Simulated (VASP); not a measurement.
A run of VASP 6.6.1 is set up as follows.

The input INCAR:

```
PREC = Accurate
ENCUT = 520
EDIFF = 1E-6
ISMEAR = 0
SIGMA = 0.1
LREAL = F
LASPH = T
NELM = 80
ALGO = Normal
ISIF = 2
LWAVE = F
LCHARG = F
GGA = PE
NBANDS = 33
```

The input KPOINTS:

```
regular mesh
0
Gamma
  6 6 4
```

File POSCAR:

```
Ta4O
1.0
    4.6653089000      0.0000000000      0.0000000000
   -2.3326544500      4.0402760200      0.0000000000
    0.0000000000      0.0000000000      4.3679080700
Ta O
4 1
Direct
    0.1579469900      0.8420530100      0.5000000000
    0.1579469900      0.3158939800      0.5000000000
    0.6841060200      0.8420530100      0.5000000000
    0.0000000000      0.0000000000      0.0000000000
    0.3333333300      0.6666666700      0.0000000000
```

Potentials or basis: VASP PAW PBE potentials, release 64 (Ta_pv, O).

The run is started by

```sh
$ cat potpaw_PBE.64/Ta_pv/POTCAR potpaw_PBE.64/O/POTCAR > POTCAR
$ mpirun -np 1 vasp_std > vasp.out
```

Q: Estimate the band gap on the k mesh.

A: Zero (band 25 reaches 6.18 eV, above the bottom of band 26 at 3.94 eV).

Q: What does it give for the largest force?

A: 7.739 eV/Å.

Q: Estimate the pressure.

A: 70.5 GPa.

Forces on the atoms (eV/Å):
```
Ta   6.702 -3.869  0.000
Ta   0.000  7.739  0.000
Ta  -6.702 -3.869  0.000
Ta   0.000  0.000  0.000
O    0.000  0.000  0.000
```

Caveat: spin-orbit coupling is left out, which moves the levels of the heavy elements; forces of over 1 eV/Å act on the atoms, so gaps and moduli don't describe the material at rest.
